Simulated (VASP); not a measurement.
**P: single point with PBEsol**

Crystal: P.

```
P
1.0
     4.05926    0.00000    0.00000
     0.00000    4.05926    0.00000
     0.00000    0.00000    4.37800
P
1
Cartesian
  0.0000 0.0000 0.0000
```

This cell differs from its parent crystal: strain -0.050 along x and y, +0.000 along z.

```yaml
Program: VASP 6.6.1
Task: single point
Functional: PBEsol
Potentials_or_basis: VASP PAW PBE potentials, release 64 (P)
Cutoff: 520 eV
k_mesh: 12 × 12 × 12
Occupations: gaussian, width 0.15 eV
Spin: no spin polarisation
Dipole_correction: no
Further_INCAR_settings: ALGO = Normal; EDIFF = 1e-06; NBANDS = 8
```

```
Pressure : -4.8 GPa
```

Stress tensor (GPa, compression positive):
```
-5.33  0.00  0.00
 0.00 -5.33  0.00
 0.00  0.00 -3.82
```

Levels at points of the mesh, in eV from the Fermi level:
```
           k point  band 1  band 2  band 3  band 4  band 5  band 6
(0.00, 0.00, 0.00)   -8.82    0.37    0.76    0.76    4.74    7.41
(0.50, 0.00, 0.00)   -8.56   -1.04    0.60    0.96    6.75    7.88
(0.50, 0.50, 0.00)   -8.32   -0.64   -0.64    0.80    5.80    8.38
(0.00, 0.00, 0.50)   -8.68   -0.89    0.87    0.87    6.68    7.65
(0.50, 0.00, 0.50)   -8.43   -0.78   -0.47    1.05    5.75    8.38
(0.50, 0.50, 0.50)   -8.20   -0.44   -0.44   -0.14    6.72    7.05
```

It took 84 s on 1 thread of AMD EPYC 7R43 64-Core Processor (Zen 3), on a shared host, peak memory 0.2 GiB.

Caveat: the cell differs from its parent crystal (strain -0.050 along x and y, +0.000 along z); the PAW data sets were made with another functional, which shifts forces and pressure a little.
